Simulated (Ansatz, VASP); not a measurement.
## Be4Os: VASP beside Ansatz

```xyz
10
Lattice="2.2466 -4.1397 0.0000 2.2466 4.1397 0.0000 0.0000 0.0000 4.5439" Properties=species:S:1:pos:R:3 pbc="T T T"
Be    1.5077   -1.0846    3.7839
Be    2.9856    1.0846    3.7839
Be    3.7543   -1.0846    3.0320
Be    2.9856   -1.0846    0.7600
Be    3.7543    1.0846    1.5120
Be    1.5077    1.0846    0.7600
Be    0.7390   -1.0846    1.5120
Be    0.7390    1.0846    3.0320
Os    0.0000    0.0000    0.0000
Os    2.2466    0.0000    2.2720
```

Change from the starting cell: species swapped into the Sn4Au type (Ccce, No. 68).

Alike in both runs: task relaxation of cell and atoms; functional PBE; k mesh 4 × 4 × 4; occupations gaussian, width 0.1 eV; no spin polarisation.

```csv
,VASP,Ansatz
version,VASP 6.6.1,Ansatz 0.2.0
potentials or method,"VASP PAW PBE potentials, release 64 (Be, Os), cutoff 600 eV","scalar-relativistic, plane waves, PAW"
valence electrons in the cell,32,48
```

VASP gave:

| Property | Result |
| --- | --- |
| gap on the k mesh at the Fermi level, each at its own relaxed structure (eV) | none |
| relaxed volume (Å³/atom) | 9.29 |
| relaxed cell length with the largest relative difference (Å) | 7.171 |

**Question.** Which values does Ansatz return?

**Answer.** gap on the k mesh at the Fermi level, each at its own relaxed structure (eV): none; relaxed volume (Å³/atom): 9.24; relaxed cell length with the largest relative difference (Å): 7.151.

A gap of «none» marks a metal or a gap that the smearing closes. VASP's potentials hold 32 valence electrons a cell and Ansatz's 48, so a difference there can come from the potentials and not from the codes.

The k mesh is coarse, so the values compare programs but aren't converged. Spin-orbit coupling is off throughout.
